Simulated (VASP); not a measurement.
# Rh (Fm-3m) in VASP: a series of runs

Rh is run at these levels: PBEsol; tasks: single point, relaxation of volume and atoms at fixed shape.

Program: VASP 6.6.1. These are calculated values, not measurements. Logs are shortened: lines on timing, memory, paths and dates and some standing lists are left out, and cuts for length are marked.

## (1) The cell of the first run

Symmetry: Fm-3m, No. 225, cubic system. The conventional cell has a = 3.779 Å, b = 3.779 Å, c = 3.779 Å, α = 90.00°, β = 90.00°, γ = 90.00°. Rh (site symmetry m-3m) has 12 Rh at 2.67 Å within 3.5 Å.

## (2) Single point, PBEsol

INCAR reads:

```
PREC = Accurate ; ENCUT = 520
EDIFF = 1E-6 ; ISMEAR = 0
SIGMA = 0.1 ; LREAL = F
LASPH = T ; NELM = 80
ALGO = Normal ; ISIF = 2
LWAVE = F ; LCHARG = F
GGA = PS ; NBANDS = 14
```

KPOINTS reads:

```
regular mesh
0
Gamma
  12 12 12
```

POSCAR reads:

```
Rh
1.0
    0.0000000000      1.8895329727      1.8895329727
    1.8895329727      0.0000000000      1.8895329727
    1.8895329727      1.8895329727      0.0000000000
Rh
1
Direct
    0.0000000000      0.0000000000      0.0000000000
```

Potentials or basis: VASP PAW PBE potentials, release 64 (Rh_pv).

Run with:

```
$ cat potpaw_PBE.64/Rh_pv/POTCAR > POTCAR
$ mpirun -np 1 vasp_std > vasp.out
```

OUTCAR:

```text
PREC = Accurate
   ENCUT = 520
   EDIFF = 1E-6
   ISMEAR = 0
   LREAL = F
   LASPH = T
   NELM = 80
   ISIF = 2
   GGA = PS

 ion  position               nearest neighbor table
   1  0.000  0.000  0.000-

  LATTYP: Found a face centered cubic cell.
 ALAT       =     3.7790659454

  Lattice vectors:

 A1 = (   0.0000000000,   1.8895329727,   1.8895329727)
 A2 = (   1.8895329727,   0.0000000000,   1.8895329727)
 A3 = (   1.8895329727,   1.8895329727,   0.0000000000)

Analysis of symmetry for initial positions (statically):
=====================================================================
 Subroutine PRICEL returns:
 Original cell was already a primitive cell.

 Routine SETGRP: Setting up the symmetry group for a
 face centered cubic supercell.

 Subroutine GETGRP returns: Found 48 space group operations
 (whereof 48 operations were pure point group operations)
 out of a pool of 48 trial point group operations.

The static configuration has the point symmetry O_h .

Analysis of symmetry for dynamics (positions and initial velocities):
=====================================================================
 Subroutine PRICEL returns:
 Original cell was already a primitive cell.

 Routine SETGRP: Setting up the symmetry group for a
 face centered cubic supercell.

 Subroutine GETGRP returns: Found 48 space group operations
 (whereof 48 operations were pure point group operations)
 out of a pool of 48 trial point group operations.

The dynamic configuration has the point symmetry O_h .

 Subroutine INISYM returns: Found 48 space group operations
 (whereof 48 operations are pure point group operations),
 and found     1 'primitive' translations

----------------------------------------------------------------------------------------

                                     Primitive cell

  volume of cell :      13.4925

  direct lattice vectors                    reciprocal lattice vectors
     0.000000000  1.889532973  1.889532973    -0.264615652  0.264615652  0.264615652
     1.889532973  0.000000000  1.889532973     0.264615652 -0.264615652  0.264615652
     1.889532973  1.889532973  0.000000000     0.264615652  0.264615652 -0.264615652

  length of vectors
     2.672203157  2.672203157  2.672203157     0.458327754  0.458327754  0.458327754

  position of ions in fractional coordinates (direct lattice)
     0.000000000  0.000000000  0.000000000

  ion indices of the primitive-cell ions
   primitive index   ion index
                 1           1

----------------------------------------------------------------------------------------

 KPOINTS: regular mesh

Automatic generation of k-mesh.
 Grid dimensions read from file:
 generate k-points for:   12   12   12

 Generating k-lattice:

  Cartesian coordinates                     Fractional coordinates (reciprocal lattice)
    -0.022051304  0.022051304  0.022051304     0.083333333  0.000000000  0.000000000
     0.022051304 -0.022051304  0.022051304     0.000000000  0.083333333  0.000000000
     0.022051304  0.022051304 -0.022051304     0.000000000  0.000000000  0.083333333

  Length of vectors
     0.038193980  0.038193980  0.038193980

  Shift w.r.t. Gamma in fractional coordinates (k-lattice)
     0.000000000  0.000000000  0.000000000

 Subroutine IBZKPT returns following result:
 ===========================================

 Found     72 irreducible k-points:

 Following reciprocal coordinates:
            Coordinates               Weight
  0.000000  0.000000  0.000000      1.000000
  0.083333  0.000000  0.000000      8.000000
  0.166667  0.000000  0.000000      8.000000
  0.250000  0.000000  0.000000      8.000000
  0.333333  0.000000  0.000000      8.000000
  0.416667  0.000000  0.000000      8.000000
[... 16 lines left out ...]
  0.500000  0.166667  0.000000     24.000000
 -0.416667  0.166667  0.000000     24.000000
 [... further k-points ...]
   k-points           NKPTS =     72   k-points in BZ     NKDIM =     72   number of bands    NBANDS=     14
   number of dos      NEDOS =    301   number of ions     NIONS =      1
   total plane-waves  NPLWV =   8000
   dimension x,y,z NGX =    20 NGY =   20 NGZ =   20
   dimension x,y,z NGXF=    40 NGYF=   40 NGZF=   40
   ions per type =               1
   NGX,Y,Z   is equivalent  to a cutoff of  12.44, 12.44, 12.44 a.u.
   NGXF,Y,Z  is equivalent  to a cutoff of  24.89, 24.89, 24.89 a.u.
 SYSTEM =  unknown system
   PREC   = accura    normal or accurate (medium, high low for compatibility)
   ISTART =      0    job   : 0-new  1-cont  2-samecut
   ICHARG =      2    charge: 1-file 2-atom 10-const
   ISPIN  =      1    spin polarized calculation?
   LNONCOLLINEAR =      F non collinear calculations
   LSORBIT =      F    spin-orbit coupling
   LASPH  =      T    aspherical Exc in radial PAW
   ENCUT  =  520.0 eV  38.22 Ry    6.18 a.u.   4.97  4.97  4.97*2*pi/ulx,y,z
   NELM   =     80;   NELMIN=  2; NELMDL= -5     # of ELM steps
   EDIFF  = 0.1E-05   stopping-criterion for ELM
   LREAL  =      F    real-space projection
   EDIFFG = 0.1E-04   stopping-criterion for IOM
   NSW    =      0    number of steps for IOM
   IBRION =     -1    ionic relax: 0-MD 1-quasi-New 2-CG
   NFREE  =      0    steps in history (QN), initial steepest desc. (CG)
   ISIF   =      2    stress and relaxation
   ISYM   =      2    0-nonsym 1-usesym 2-fastsym
   POTIM  = 0.5000    time-step for ionic-motion
   TEBEG  =    0.0;   TEEND  =   0.0 temperature during run
   PSTRESS=    0.0 pullay stress
   NELECT =      15.0000    total number of electrons
   NUPDOWN=      -1.0000    fix difference up-down
   EMIN   =  10.00;   EMAX   =-10.00  energy-range for DOS
   EFERMI =   0.00;   METHOD = LEGACY
   ISMEAR =     0;   SIGMA  =   0.10  broadening in eV -4-tet -1-fermi 0-gaus
   EFERMI_NEDOS =   21; number of points for ismear=-14 and -15
   IALGO  =     38    algorithm
   IMIX   =      4    mixing-type and parameters
     AMIX     =   0.40;   BMIX     =  1.00
     AMIX_MAG =   1.60;   BMIX_MAG =  1.00
  volume/ion in A,a.u.               =      13.49        91.05
  Fermi-wavevector in a.u.,A,eV,Ry     =   1.695928  3.204839 39.132699  2.876172
  Thomas-Fermi vector in A             =   2.776883
   LORBIT       =      0    0 simple, 1 ext, 2 COOP (PROOUT), +10 PAW based schemes
   GGA     = PS    functional components
   LHFCALC =     F    Hartree Fock is set to
   AEXX    =    0.0000 exact exchange contribution
   IVDW    =     0    specifies the selected vdW correction
   LEPSILON=     F    determine dielectric tensor
   LRPA    =     F    only Hartree local field effects (RPA)
 non-spin polarized calculation
 Gauss-broadening in eV      SIGMA  =   0.10
  energy-cutoff  :      520.00
  volume of cell :       13.49
 maximum number of plane-waves:       380
   NGX =  9   NGY =  9   NGZ =  9

 number of electron      15.0000006 magnetization

 Free energy of the ion-electron system (eV)
  ---------------------------------------------------
  ext. energy  EPLUGINS =         0.00000000
  ---------------------------------------------------
  free energy    TOTEN  =        -8.14473958 eV

  energy without entropy =       -8.14016027  energy(sigma->0) =       -8.14244992

 E-fermi :  12.1235     XC(G=0): -14.3424

 val. band max:       12.0256553541   @ k =  -0.3333   0.3333   0.0000
 cond. band min:      12.1526543258   @ k =   0.5000   0.4167   0.0000
 fundamental gap:      0.1269989717
 Fermi energy:        12.1234829440

 k-point     1 :       0.0000    0.0000    0.0000
  band No.  band energies     occupation
      1     -34.2838      2.00000
      2     -34.2838      2.00000
      3     -34.2838      2.00000
      4       3.9095      2.00000
      5       8.9049      2.00000
      6       8.9049      2.00000
      7       8.9049      2.00000
      8      11.0778      2.00000
      9      11.0778      2.00000
     10      28.0243      0.00000
     11      32.3749      0.00000
     12      33.5808      0.00000
     13      33.5808      0.00000
     14      33.5808      0.00000

 k-point     2 :       0.0833    0.0000    0.0000
  band No.  band energies     occupation
      1     -34.3383      2.00000
      2     -34.2911      2.00000
      3     -34.2911      2.00000
      4       4.1918      2.00000
      5       8.7814      2.00000
      6       9.0139      2.00000
      7       9.0139      2.00000
      8      11.0181      2.00000
      9      11.0181      2.00000
     10      28.4357      0.00000
     11      32.1764      0.00000
     12      32.3891      0.00000
     13      34.0011      0.00000
     14      34.0011      0.00000

 k-point     3 :       0.1667    0.0000    0.0000
  band No.  band energies     occupation
      1     -34.4857      2.00000
      2     -34.3110      2.00000
      3     -34.3110      2.00000
      4       4.9412      2.00000
      5       8.5615      2.00000
      6       9.2353      2.00000
      7       9.2353      2.00000
      8      10.9660      2.00000
      9      10.9660      2.00000
     10      29.3202      0.00000
     11      29.8227      0.00000
     12      32.3771      0.00000
     13      35.1689      0.00000
     14      35.1689      0.00000
[... 324 lines left out ...]
 k-point    23 :       0.5000    0.1667    0.0000
  band No.  band energies     occupation
      1     -34.9897      2.00000
      2     -34.5091      2.00000
      3     -34.4373      2.00000
      4       6.4556      2.00000
      5       8.2065      2.00000
      6       9.6168      2.00000
      7       9.6987      2.00000
      8      12.7472      0.00000
      9      15.6699      0.00000
     10      21.3644      0.00000
     11      28.5061      0.00000
     12      31.6709      0.00000
     13      32.0067      0.00000
     14      32.3985      0.00000

 k-point    24 :      -0.4167    0.1667    0.0000
  band No.  band energies     occupation
      1     -34.9966      2.00000
      2     -34.5350      2.00000
      3     -34.4211      2.00000
      4       6.5247      2.00000
      5       8.2208      2.00000
      6       9.5236      2.00000
      7       9.9463      2.00000
      8      12.3623      0.00073
      9      16.2514      0.00000
     10      20.9589      0.00000
     11      28.1904      0.00000
     12      31.0784      0.00000
     13      32.3828      0.00000
     14      32.8064      0.00000

 [... further k-points ...]

------------------------ aborting loop because EDIFF is reached ----------------------------------------

  FORCE on cell =-STRESS in cart. coord.  units (eV):
  Direction    XX          YY          ZZ          XY          YZ          ZX
  --------------------------------------------------------------------------------------
  -------------------------------------------------------------------------------------
  Total       -0.0065849     -0.0065849     -0.0065849      0.0000000     -0.0000000      0.0000000
  in kB       -0.7819289     -0.7819289     -0.7819289      0.0000000     -0.0000000      0.0000000
  external PRESSURE =      -0.7819289 kB  Pullay stress =       0.0000000 kB

 VOLUME and BASIS-vectors are now :
 -----------------------------------------------------------------------------
  energy-cutoff  :      520.00
  volume of cell :       13.49
      direct lattice vectors                 reciprocal lattice vectors
     0.000000000  1.889532973  1.889532973    -0.264615652  0.264615652  0.264615652
     1.889532973  0.000000000  1.889532973     0.264615652 -0.264615652  0.264615652
     1.889532973  1.889532973  0.000000000     0.264615652  0.264615652 -0.264615652

 POSITION                                       TOTAL-FORCE (eV/Angst)
 -----------------------------------------------------------------------------------
      0.00000      0.00000      0.00000        -0.000000      0.000000      0.000000
 -----------------------------------------------------------------------------------
    total drift:                                0.000000     -0.000000      0.000000

  FREE ENERGIE OF THE ION-ELECTRON SYSTEM (eV)
  ---------------------------------------------------
  free  energy   TOTEN  =        -8.1447395793 eV

  energy  without entropy=       -8.1401602698  energy(sigma->0) =       -8.14244992
```

Wall time 18 s (1 thread of Intel Xeon 8259CL, shared host); peak memory 0.13 GiB.

Results:

```
Free energy : -8.1447 eV
Pressure    : -0.1 GPa
```

Levels at points of the mesh, in eV from the Fermi level:
```csv
k point,band 3,band 4,band 5,band 6,band 7,band 8,band 9,band 10,band 11,band 12
"(0.00, 0.00, 0.00)",-46.41,-8.21,-3.22,-3.22,-3.22,-1.05,-1.05,15.90,20.25,21.46
"(0.50, 0.00, 0.00)",-46.52,-6.35,-3.29,-3.29,0.56,0.56,0.61,8.76,15.41,20.25
"(0.50, 0.50, 0.00)",-46.69,-6.55,-6.18,0.54,0.99,0.99,3.18,12.44,13.32,13.32
```

Caveat: the PAW data sets were made with another functional, which shifts forces and pressure a little.

(Continued in part 2 of 2.)
